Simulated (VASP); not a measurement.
Write the native input for VASP 6.6.1 that does the following.

- Task: single point
- Functional: LDA
- Potentials or basis: VASP PAW LDA potentials, release 64 (Ga_d, N)
- Cutoff: 600 eV
- k mesh: 7 × 7 × 4
- Occupations: gaussian, width 0.01 eV
- Spin: no spin polarisation
- Dipole correction: no
- Further INCAR settings: ALGO = Normal; EDIFF = 1e-06; NBANDS = 26

The structure of GaN lies in POSCAR:

```
GaN
1.0
    3.2626341063      0.0000000000      0.0000000000
   -1.6313170531      2.8255242409      0.0000000000
    0.0000000000      0.0000000000      5.3002414443
Ga N
2 2
Direct
    0.3333333333      0.6666666667      0.0000000000
    0.6666666667      0.3333333333      0.5000000000
    0.3333333333      0.6666666667      0.3750000000
    0.6666666667      0.3333333333      0.8750000000
```

These files were run (other wordings do the same):

INCAR

```
SYSTEM = GaN
PREC = Accurate
ENCUT = 600
EDIFF = 1E-6
ISMEAR = 0
SIGMA = 0.01
LREAL = .False.
LASPH = .True.
NELM = 120
ALGO = Normal
ISIF = 2
LWAVE = .False.
LCHARG = .True.
LELF = .True.
LVHAR = .True.
NBANDS = 26
GGA_COMPAT = .False.
```

KPOINTS

```
regular mesh
0
Gamma
  7 7 4
  0 0 0
```

Potentials or basis: VASP PAW LDA potentials, release 64 (Ga_d, N).

Launch:

```console
$ cat potpaw_LDA.64/Ga_d/POTCAR potpaw_LDA.64/N/POTCAR > POTCAR
$ mpirun -np 1 vasp_std > vasp.out
```

Results of the run:

```
Pressure               : -15.6 GPa
Largest force          : 0.108 eV/Å
Band gap on the k mesh : 1.47 eV
```

Caveat: the cell stands under tension.

Wall time 20 s on 1 thread of Intel(R) Xeon(R) 6975P-C (Granite Rapids), with other jobs on the host, peak memory 0.16 GiB.
